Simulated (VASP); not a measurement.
# Tm3C2 (P6/mmm) in VASP: notebook

The runs below take Tm3C2 through single point, with PBE.

All numbers are computed with VASP 6.6.1; they aren't measurements. Logs are shortened: lines on timing, memory, paths and dates and some standing lists are left out, and cuts for length are marked.

## 1. The cell of the first run

It takes space group P6/mmm (No. 191, hexagonal). Conventional cell: a = 5.854 Å, b = 5.854 Å, c = 3.635 Å, α = 90.00°, β = 90.00°, γ = 120.00°. Tm (site symmetry mmm) has 6 Tm at 2.93 to 3.63 Å and 8 C at 3.15 to 3.83 Å within 3.9 Å. Within 1.8 Å of C (site symmetry 6mm) lie 1 C at 1.31 Å.

The cell was generated, and may not be a known phase.

## 2. Single point, PBE

Contents of INCAR:

```
PREC = Accurate ; ENCUT = 600
EDIFF = 1E-6 ; ISMEAR = 0
SIGMA = 0.1 ; LREAL = False
LASPH = True ; NELM = 200
ALGO = Normal ; ISIF = 2
LWAVE = False ; LCHARG = False
GGA = PE ; NBANDS = 26
GGA_COMPAT = False ; LMAXMIX = 6
```

Contents of KPOINTS:

```
Automatic mesh
0
Gamma
  3 3 6
```

Contents of POSCAR:

```
Tm3C2
1.0
    5.8541213272      0.0000000000      0.0000000000
   -2.9270606636      5.0698177862      0.0000000000
    0.0000000000      0.0000000000      3.6348890373
Tm C
3 2
Direct
    0.5000000000      0.0000000000      0.5000000000
    0.0000000000      0.5000000000      0.5000000000
    0.5000000000      0.5000000000      0.5000000000
    0.0000000000      0.0000000000      0.8200018795
    0.0000000000      0.0000000000      0.1799981205
```

Potentials or basis: VASP PAW PBE potentials, release 64 (Tm_3, C), 4f in core.

Started as:

```bash
> cat potpaw_PBE.64/Tm_3/POTCAR potpaw_PBE.64/C/POTCAR > POTCAR
> mpirun -np 1 vasp_std > vasp.out
```

OUTCAR:

```text
PREC = Accurate
   ENCUT = 600
   EDIFF = 1E-6
   ISMEAR = 0
   LREAL = False
   LASPH = True
   NELM = 200
   ISIF = 2
   GGA = PE

 ion  position               nearest neighbor table
   1  0.500  0.000  0.500-   2 2.93   3 2.93   3 2.93   2 2.93
   2  0.000  0.500  0.500-   3 2.93   3 2.93   1 2.93   1 2.93
   3  0.500  0.500  0.500-   2 2.93   2 2.93   1 2.93   1 2.93
   4  0.000  0.000  0.820-   5 1.31
   5  0.000  0.000  0.180-   4 1.31

  LATTYP: Found a hexagonal cell.
 ALAT       =     5.8541213272
 C/A-ratio  =     0.6209111213

  Lattice vectors:

 A1 = (   5.8541213272,   0.0000000000,   0.0000000000)
 A2 = (  -2.9270606636,   5.0698177862,   0.0000000000)
 A3 = (   0.0000000000,   0.0000000000,   3.6348890373)

Analysis of symmetry for initial positions (statically):
=====================================================================
 Subroutine PRICEL returns:
 Original cell was already a primitive cell.

 Routine SETGRP: Setting up the symmetry group for a
 hexagonal supercell.

 Subroutine GETGRP returns: Found 24 space group operations
 (whereof 24 operations were pure point group operations)
 out of a pool of 24 trial point group operations.

The static configuration has the point symmetry D_6h.

Analysis of symmetry for dynamics (positions and initial velocities):
=====================================================================
 Subroutine PRICEL returns:
 Original cell was already a primitive cell.

 Routine SETGRP: Setting up the symmetry group for a
 hexagonal supercell.

 Subroutine GETGRP returns: Found 24 space group operations
 (whereof 24 operations were pure point group operations)
 out of a pool of 24 trial point group operations.

The dynamic configuration has the point symmetry D_6h.

 Subroutine INISYM returns: Found 24 space group operations
 (whereof 24 operations are pure point group operations),
 and found     1 'primitive' translations

----------------------------------------------------------------------------------------

                                     Primitive cell

  volume of cell :     107.8811

  direct lattice vectors                    reciprocal lattice vectors
     5.854121327  0.000000000  0.000000000     0.170819828  0.098622874  0.000000000
    -2.927060664  5.069817786  0.000000000     0.000000000  0.197245748  0.000000000
     0.000000000  0.000000000  3.634889037     0.000000000  0.000000000  0.275111562

  length of vectors
     5.854121327  5.854121327  3.634889037     0.197245748  0.197245748  0.275111562

  position of ions in fractional coordinates (direct lattice)
     0.500000000  0.000000000  0.500000000
     0.000000000  0.500000000  0.500000000
     0.500000000  0.500000000  0.500000000
     0.000000000  0.000000000  0.820001879
     0.000000000  0.000000000  0.179998121

  ion indices of the primitive-cell ions
   primitive index   ion index
                 1           1
                 2           2
                 3           3
                 4           4
                 5           5

----------------------------------------------------------------------------------------

 KPOINTS: Automatic mesh

Automatic generation of k-mesh.
 Grid dimensions read from file:
 generate k-points for:    3    3    6

 Generating k-lattice:

  Cartesian coordinates                     Fractional coordinates (reciprocal lattice)
     0.056939943  0.032874291  0.000000000     0.333333333  0.000000000  0.000000000
     0.000000000  0.065748583  0.000000000     0.000000000  0.333333333  0.000000000
     0.000000000  0.000000000  0.045851927     0.000000000  0.000000000  0.166666667

  Length of vectors
     0.065748583  0.065748583  0.045851927

  Shift w.r.t. Gamma in fractional coordinates (k-lattice)
     0.000000000  0.000000000  0.000000000

 Subroutine IBZKPT returns following result:
 ===========================================

 Found     12 irreducible k-points:

 Following reciprocal coordinates:
            Coordinates               Weight
  0.000000  0.000000  0.000000      1.000000
  0.333333  0.000000  0.000000      6.000000
  0.333333  0.333333  0.000000      2.000000
  0.000000  0.000000  0.166667      2.000000
  0.333333  0.000000  0.166667     12.000000
  0.333333  0.333333  0.166667      4.000000
  0.000000  0.000000  0.333333      2.000000
  0.333333  0.000000  0.333333     12.000000
  0.333333  0.333333  0.333333      4.000000
  0.000000  0.000000  0.500000      1.000000
  0.333333  0.000000  0.500000      6.000000
  0.333333  0.333333  0.500000      2.000000
   k-points           NKPTS =     12   k-points in BZ     NKDIM =     12   number of bands    NBANDS=     26
   number of dos      NEDOS =    301   number of ions     NIONS =      5
   total plane-waves  NPLWV =  69120
   dimension x,y,z NGX =    48 NGY =   48 NGZ =   30
   dimension x,y,z NGXF=    96 NGYF=   96 NGZF=   60
   ions per type =               3   2
   NGX,Y,Z   is equivalent  to a cutoff of  13.63, 13.63, 13.72 a.u.
   NGXF,Y,Z  is equivalent  to a cutoff of  27.26, 27.26, 27.44 a.u.
 SYSTEM =  unknown system
   PREC   = accura    normal or accurate (medium, high low for compatibility)
   ISTART =      0    job   : 0-new  1-cont  2-samecut
   ICHARG =      2    charge: 1-file 2-atom 10-const
   ISPIN  =      1    spin polarized calculation?
   LNONCOLLINEAR =      F non collinear calculations
   LSORBIT =      F    spin-orbit coupling
   LASPH  =      T    aspherical Exc in radial PAW
   ENCUT  =  600.0 eV  44.10 Ry    6.64 a.u.  11.69 11.69  7.26*2*pi/ulx,y,z
   NELM   =    200;   NELMIN=  2; NELMDL= -5     # of ELM steps
   EDIFF  = 0.1E-05   stopping-criterion for ELM
   LREAL  =      F    real-space projection
   EDIFFG = 0.1E-04   stopping-criterion for IOM
   NSW    =      0    number of steps for IOM
   IBRION =     -1    ionic relax: 0-MD 1-quasi-New 2-CG
   NFREE  =      0    steps in history (QN), initial steepest desc. (CG)
   ISIF   =      2    stress and relaxation
   ISYM   =      2    0-nonsym 1-usesym 2-fastsym
   POTIM  = 0.5000    time-step for ionic-motion
   TEBEG  =    0.0;   TEEND  =   0.0 temperature during run
   PSTRESS=    0.0 pullay stress
   NELECT =      35.0000    total number of electrons
   NUPDOWN=      -1.0000    fix difference up-down
   EMIN   =  10.00;   EMAX   =-10.00  energy-range for DOS
   EFERMI =   0.00;   METHOD = LEGACY
   ISMEAR =     0;   SIGMA  =   0.10  broadening in eV -4-tet -1-fermi 0-gaus
   EFERMI_NEDOS =   21; number of points for ismear=-14 and -15
   IALGO  =     38    algorithm
   IMIX   =      4    mixing-type and parameters
     AMIX     =   0.40;   BMIX     =  1.00
     AMIX_MAG =   1.60;   BMIX_MAG =  1.00
  volume/ion in A,a.u.               =      21.58       145.60
  Fermi-wavevector in a.u.,A,eV,Ry     =   1.124905  2.125762 17.216959  1.265411
  Thomas-Fermi vector in A             =   2.261579
   LORBIT       =      0    0 simple, 1 ext, 2 COOP (PROOUT), +10 PAW based schemes
   GGA     = PE    functional components
   LHFCALC =     F    Hartree Fock is set to
   AEXX    =    0.0000 exact exchange contribution
   IVDW    =     0    specifies the selected vdW correction
   LEPSILON=     F    determine dielectric tensor
   LRPA    =     F    only Hartree local field effects (RPA)
 non-spin polarized calculation
 Gauss-broadening in eV      SIGMA  =   0.10
  energy-cutoff  :      600.00
  volume of cell :      107.88
 maximum number of plane-waves:      3633
 NGX is ok and might be reduce to    48
   NGX = 23   NGY = 23   NGZ = 15

 number of electron      34.9999995 magnetization

 Free energy of the ion-electron system (eV)
  ---------------------------------------------------
  ext. energy  EPLUGINS =         0.00000000
  ---------------------------------------------------
  free energy    TOTEN  =       -25.26749148 eV

  energy without entropy =      -25.24420730  energy(sigma->0) =      -25.25584939

 E-fermi :   3.3442     XC(G=0):  -9.9988

 val. band max:        3.3032051361   @ k =   0.3333   0.0000   0.3333
 cond. band min:       3.3472852244   @ k =   0.3333   0.0000   0.0000
 fundamental gap:      0.0440800883
 Fermi energy:         3.3442466440

 k-point     1 :       0.0000    0.0000    0.0000
  band No.  band energies     occupation
      1     -23.5708      2.00000
      2     -22.9455      2.00000
      3     -22.9455      2.00000
      4     -22.4593      2.00000
      5     -22.2243      2.00000
      6     -22.2243      2.00000
[... 18 lines left out ...]
     25       5.3596      0.00000
     26       8.0939      0.00000

 k-point     2 :       0.3333    0.0000    0.0000
  band No.  band energies     occupation
      1     -23.3012      2.00000
      2     -22.8552      2.00000
      3     -22.7195      2.00000
      4     -22.4105      2.00000
      5     -22.2751      2.00000
      6     -22.2464      2.00000
[... 18 lines left out ...]
     25       5.6878      0.00000
     26       6.9698      0.00000

 k-point     3 :       0.3333    0.3333    0.0000
  band No.  band energies     occupation
      1     -22.9155      2.00000
      2     -22.9155      2.00000
      3     -22.7563      2.00000
      4     -22.3432      2.00000
      5     -22.3432      2.00000
      6     -22.3084      2.00000
[... 18 lines left out ...]
     25       6.3391      0.00000
     26       6.3757      0.00000

 k-point     4 :       0.0000    0.0000    0.1667
  band No.  band energies     occupation
      1     -23.5634      2.00000
      2     -22.9394      2.00000
      3     -22.9394      2.00000
      4     -22.5143      2.00000
      5     -22.2694      2.00000
      6     -22.2694      2.00000
[... 18 lines left out ...]
     25       6.9112      0.00000
     26       7.5684      0.00000

 k-point     5 :       0.3333    0.0000    0.1667
  band No.  band energies     occupation
      1     -23.2944      2.00000
      2     -22.8492      2.00000
      3     -22.7141      2.00000
      4     -22.4635      2.00000
      5     -22.3223      2.00000
      6     -22.2699      2.00000
[... 18 lines left out ...]
     25       5.8232      0.00000
     26       6.5621      0.00000

 k-point     6 :       0.3333    0.3333    0.1667
  band No.  band energies     occupation
      1     -22.9097      2.00000
      2     -22.9097      2.00000
      3     -22.7502      2.00000
      4     -22.3934      2.00000
      5     -22.3934      2.00000
      6     -22.3037      2.00000
[... 18 lines left out ...]
     25       6.2501      0.00000
     26       6.3054      0.00000

 k-point     7 :       0.0000    0.0000    0.3333
  band No.  band energies     occupation
      1     -23.5486      2.00000
      2     -22.9274      2.00000
      3     -22.9274      2.00000
      4     -22.6223      2.00000
      5     -22.3581      2.00000
      6     -22.3581      2.00000
[... 18 lines left out ...]
     25       6.1519      0.00000
     26       6.1519      0.00000

 k-point     8 :       0.3333    0.0000    0.3333
  band No.  band energies     occupation
      1     -23.2807      2.00000
      2     -22.8371      2.00000
      3     -22.7032      2.00000
      4     -22.5674      2.00000
      5     -22.4152      2.00000
      6     -22.3586      2.00000
[... 18 lines left out ...]
     25       6.1411      0.00000
     26       6.2473      0.00000

 k-point     9 :       0.3333    0.3333    0.3333
  band No.  band energies     occupation
      1     -22.8980      2.00000
      2     -22.8980      2.00000
      3     -22.7378      2.00000
      4     -22.4917      2.00000
      5     -22.4917      2.00000
      6     -22.3591      2.00000
[... 18 lines left out ...]
     25       6.6422      0.00000
     26       6.6432      0.00000

 k-point    10 :       0.0000    0.0000    0.5000
  band No.  band energies     occupation
      1     -23.5412      2.00000
      2     -22.9213      2.00000
      3     -22.9213      2.00000
      4     -22.6753      2.00000
      5     -22.4019      2.00000
      6     -22.4019      2.00000
[... 18 lines left out ...]
     25       7.7812      0.00000
     26       7.9259      0.00000

 k-point    11 :       0.3333    0.0000    0.5000
  band No.  band energies     occupation
      1     -23.2738      2.00000
      2     -22.8309      2.00000
      3     -22.6978      2.00000
      4     -22.6184      2.00000
      5     -22.4611      2.00000
      6     -22.4024      2.00000
[... 18 lines left out ...]
     25       6.2508      0.00000
     26       6.6183      0.00000

 k-point    12 :       0.3333    0.3333    0.5000
  band No.  band energies     occupation
      1     -22.8920      2.00000
      2     -22.8920      2.00000
      3     -22.7316      2.00000
      4     -22.5401      2.00000
      5     -22.5401      2.00000
      6     -22.4031      2.00000
[... 18 lines left out ...]
     25       7.0651      0.00000
     26       7.0674      0.00000

------------------------ aborting loop because EDIFF is reached ----------------------------------------

  FORCE on cell =-STRESS in cart. coord.  units (eV):
  Direction    XX          YY          ZZ          XY          YZ          ZX
  --------------------------------------------------------------------------------------
  -------------------------------------------------------------------------------------
  Total        0.2727802      0.2727802      0.1231179      0.0000000     -0.0000000      0.0000000
  in kB        4.0511484      4.0511484      1.8284643      0.0000000     -0.0000000      0.0000000
  external PRESSURE =       3.3102537 kB  Pullay stress =       0.0000000 kB

 VOLUME and BASIS-vectors are now :
 -----------------------------------------------------------------------------
  energy-cutoff  :      600.00
  volume of cell :      107.88
      direct lattice vectors                 reciprocal lattice vectors
     5.854121327  0.000000000  0.000000000     0.170819828  0.098622874  0.000000000
    -2.927060664  5.069817786  0.000000000     0.000000000  0.197245748  0.000000000
     0.000000000  0.000000000  3.634889037     0.000000000  0.000000000  0.275111562

 POSITION                                       TOTAL-FORCE (eV/Angst)
 -----------------------------------------------------------------------------------
      2.92706      0.00000      1.81744        -0.000000      0.000000      0.000000
     -1.46353      2.53491      1.81744        -0.000000      0.000000      0.000000
      1.46353      2.53491      1.81744        -0.000000      0.000000      0.000000
      0.00000      0.00000      2.98062        -0.000000      0.000000     -0.114385
      0.00000      0.00000      0.65427         0.000000     -0.000000      0.114385
 -----------------------------------------------------------------------------------
    total drift:                               -0.000000      0.000000     -0.000000

  FREE ENERGIE OF THE ION-ELECTRON SYSTEM (eV)
  ---------------------------------------------------
  free  energy   TOTEN  =       -25.2674914771 eV

  energy  without entropy=      -25.2442073040  energy(sigma->0) =      -25.25584939
```

It took 23 s on 1 thread of AMD EPYC 9R45 (Zen 5), shared host; peak memory 0.22 GiB.

Results:

```
Free energy            : -25.2675 eV
Pressure               : 0.3 GPa
Largest force          : 0.114 eV/Å
Band gap on the k mesh : zero (an odd number of electrons rules out a gap without spin polarisation)
```

Forces on the atoms (eV/Å):
```
Tm   0.000  0.000  0.000
Tm   0.000  0.000  0.000
Tm   0.000  0.000  0.000
C    0.000  0.000 -0.114
C    0.000  0.000  0.114
```

Stress tensor (GPa, compression positive):
```
0.41 0.00 0.00
0.00 0.41 0.00
0.00 0.00 0.18
```

Caveat: the k points lie up to 0.41 Å⁻¹ apart, too coarse for converged energies and pressures of a metal; spin-orbit coupling is left out, which moves the levels of the heavy elements; the 4f electrons are frozen in the core, so they carry no moment and show no levels.

## 3. Single point, PBE

This run uses another cell than the first one, of 21.65 Å³/atom.

Contents of INCAR:

```
SYSTEM = Tm3C2
ALGO     = Normal         ! electronic algorithm
EDIFF    = 1E-6           ! SCF threshold, eV
ENCUT    = 600            ! plane-wave cutoff, eV
GGA      = PE             ! functional
GGA_COMPAT= .FALSE.      
ISIF     = 2              ! what is computed and relaxed
ISMEAR   = 0              ! smearing method
LASPH    = .TRUE.         ! aspherical terms in the spheres
LCHARG   = .FALSE.        ! write CHGCAR
LMAXMIX  = 6              ! l up to which the mixer works
LREAL    = .FALSE.        ! projectors in reciprocal space
LWAVE    = .FALSE.        ! write WAVECAR
NBANDS   = 26             ! bands
NELM     = 200            ! most SCF steps
PREC     = Accurate       ! precision mode
SIGMA    = 0.1            ! smearing width, eV
```

Contents of KPOINTS:

```
k-points
0
G
  6 6 4
  0 0 0
```

Contents of POSCAR:

```
Tm3C2
1.0
    5.8144904375      0.0000000033      0.0000000000
   -2.9072452217      5.0354964273      0.0000000000
    0.0000000000      0.0000000000      3.6971310283
Tm C
3 2
Direct
    0.5000000000      0.0000000000      0.5000000000
    0.0000000000      0.5000000000      0.5000000000
    0.5000000000      0.5000000000      0.5000000000
    0.0000000000      0.0000000000      0.8245767660
    0.0000000000      0.0000000000      0.1754232340
```

Potentials or basis: VASP PAW PBE potentials, release 64 (Tm_3, C), 4f in core.

Started as:

```bash
> cat potpaw_PBE.64/Tm_3/POTCAR potpaw_PBE.64/C/POTCAR > POTCAR
> mpirun -np 1 vasp_std > vasp.out
```

It took 36 s on 1 thread of AMD EPYC 9R45 (Zen 5), shared host; peak memory 0.24 GiB.

Results (log left out):

```yaml
Free_energy: -25.3911 eV
Pressure: 0.5 GPa
Largest_force: 0.107 eV/Å
Band_gap_on_the_k_mesh: zero (an odd number of electrons rules out a gap without spin polarisation)
```

Forces in eV/Å, atoms in the order of the input:
```
Tm   0.000  0.000  0.000
Tm   0.000  0.000  0.000
Tm   0.000  0.000  0.000
C    0.000  0.000 -0.107
C    0.000  0.000  0.107
```

Stress tensor (GPa, compression positive):
```
0.52 0.00 0.00
0.00 0.52 0.00
0.00 0.00 0.32
```

Levels at points of the mesh, in eV from the Fermi level:
| k point | band 14 | band 15 | band 16 | band 17 | band 18 | band 19 | band 20 | band 21 | band 22 | band 23 |
| --- | --- | --- | --- | --- | --- | --- | --- | --- | --- | --- |
| (0.00, 0.00, 0.00) | -3.87 | -3.15 | -1.10 | -1.10 | -1.00 | 0.64 | 1.09 | 1.09 | 1.55 | 1.55 |
| (0.50, 0.00, 0.00) | -3.32 | -2.01 | -1.52 | -0.17 | 0.98 | 1.15 | 1.58 | 1.69 | 1.88 | 2.45 |
| (0.00, 0.00, 0.50) | -2.85 | -1.97 | -0.54 | -0.38 | -0.38 | 1.35 | 1.39 | 1.39 | 2.01 | 2.01 |
| (0.50, 0.00, 0.50) | -2.01 | -1.31 | -0.84 | -0.34 | 0.02 | 0.16 | 1.57 | 1.61 | 2.06 | 2.16 |

Caveat: the k points lie up to 0.42 Å⁻¹ apart, too coarse for converged energies and pressures of a metal; spin-orbit coupling is left out, which moves the levels of the heavy elements; the 4f electrons are frozen in the core, so they carry no moment and show no levels. Spin polarisation is off, so any magnetic state and its effect on volume and gap are missing.

(Part 1 of 2 ends here.)

The gap in the log of VASP goes by the Fermi energy; the results here count the filled bands.